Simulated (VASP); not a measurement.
Here is a VASP 6.6.1 calculation.

File INCAR:

```
ALGO     = Normal         # electronic algorithm
EDIFF    = 1E-7           # SCF threshold, eV
EDIFFG   = -0.01          # ionic threshold
ENCUT    = 600            # plane-wave cutoff, eV
GGA      = PS             # functional
IBRION   = 2              # ionic algorithm
ISIF     = 3              # what is computed and relaxed
ISMEAR   = 0              # smearing method
LASPH    = True           # aspherical terms in the spheres
LCHARG   = False          # write CHGCAR
LREAL    = False          # projectors in reciprocal space
LWAVE    = False          # write WAVECAR
NELM     = 100            # most SCF steps
NSW      = 80             # ionic steps
PREC     = Accurate       # precision mode
SIGMA    = 0.1            # smearing width, eV
```

KPOINTS

```
k-points
0
Gamma
  1 1 1
```

The input POSCAR:

```
ScAl
1.0
    3.3703489700      0.0000000000      0.0000000000
    0.0000000000      3.3703489700      0.0000000000
    0.0000000000      0.0000000000      3.3703489700
Sc Al
1 1
Direct
    0.5000000000      0.5000000000      0.5000000000
    0.0000000000      0.0000000000      0.0000000000
```

Potentials or basis: VASP PAW PBE potentials, release 64 (Sc_sv, Al).

The run is started by

```console
$ cat potpaw_PBE.64/Sc_sv/POTCAR potpaw_PBE.64/Al/POTCAR > POTCAR
$ mpirun -np 1 vasp_gam > vasp.out
```

(1) Estimate the space group after relaxing (to 0.05 Å).

(2) Estimate the band gap on the k mesh.

(3) What does it give for the relaxed volume?

(4) Estimate the relaxed cell.

## Answers

(1) Pm-3m (No. 221).

(2) 6.31 eV.

(3) 12.72 Å³/atom.

(4) a = 2.941 Å, b = 2.941 Å, c = 2.941 Å, α = 90.00°, β = 90.00°, γ = 90.00°.

Caveat: the k points lie up to 2.14 Å⁻¹ apart in the final cell; the volume moved by over 15 % at a fixed basis, so the end points are rough; the PAW data sets were made with another functional, which shifts forces and pressure a little.
